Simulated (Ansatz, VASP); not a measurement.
# Two plane-wave programs on ZrO2

Contents of INCAR:

```
PREC     = Accurate       # precision mode
ENCUT    = 600            # plane-wave cutoff, eV
EDIFF    = 1E-6           # SCF threshold, eV
ISMEAR   = 0              # smearing method
SIGMA    = 0.1            # smearing width, eV
LREAL    = F              # projectors in reciprocal space
LASPH    = T              # aspherical terms in the spheres
NELM     = 120            # most SCF steps
ALGO     = Normal         # electronic algorithm
ISIF     = 2              # what is computed and relaxed
LWAVE    = F              # write WAVECAR
LCHARG   = F              # write CHGCAR
GGA      = PS             # functional
NBANDS   = 19             # bands
GGA_COMPAT= F
```

KPOINTS

```
Automatic mesh
0
Gamma
  6 6 6
```

POSCAR

```
ZrO2
1.0
    0.0000000000      2.5350000000      2.5350000000
    2.5350000000      0.0000000000      2.5350000000
    2.5350000000      2.5350000000      0.0000000000
Zr O
1 2
Direct
    0.0000000000      0.0000000000      0.0000000000
    0.2500000000      0.2500000000      0.2500000000
    0.7500000000      0.7500000000      0.7500000000
```

Input for Ansatz:

```yaml
crystal:
  lattice:
    - [0.0, 2.535, 2.535]
    - [2.535, 0.0, 2.535]
    - [2.535, 2.535, 0.0]
  atoms:
    - { symbol: Zr, position: [0.0, 0.0, 0.0] }
    - { symbol: O, position: [0.25, 0.25, 0.25] }
    - { symbol: O, position: [0.75, 0.75, 0.75] }
basis:
  ecutwfc: 420
kpoints:
  mp_grid: { grid: [6, 6, 6] }
hamiltonian:
  xc: pbesol
  pseudopotentials: { kind: paw, azcp: { folder: soft_1 } }
scf:
  occupations: { method: gaussian, width: 0.1 }
output:
  forces: true
  stress: true
  eigenvalues: true
```

Alike in both runs: task single point; functional PBEsol; k mesh 6 × 6 × 6; occupations gaussian, width 0.1 eV; no spin polarisation.

|  | VASP | Ansatz |
| --- | --- | --- |
| version | VASP 6.6.1 | Ansatz 0.2.0 |
| potentials or method | VASP PAW PBE potentials, release 64 (Zr_sv, O), cutoff 600 eV | scalar-relativistic, plane waves, PAW |
| valence electrons in the cell | 24 | 24 |

```tsv
	VASP	Ansatz	Ansatz less VASP
gap on the k mesh at the Fermi level (eV)	3.31	3.32	+0.008
least direct gap on the mesh (eV)	3.75	3.75	+0.003
pressure (GPa)	-0.7	-0.9	-0.21
```

VASP's potentials were made for PBE, not for PBEsol, and Ansatz warns of the same on its side. With one functional, cell and mesh, what is left measures potentials, basis and numerics.
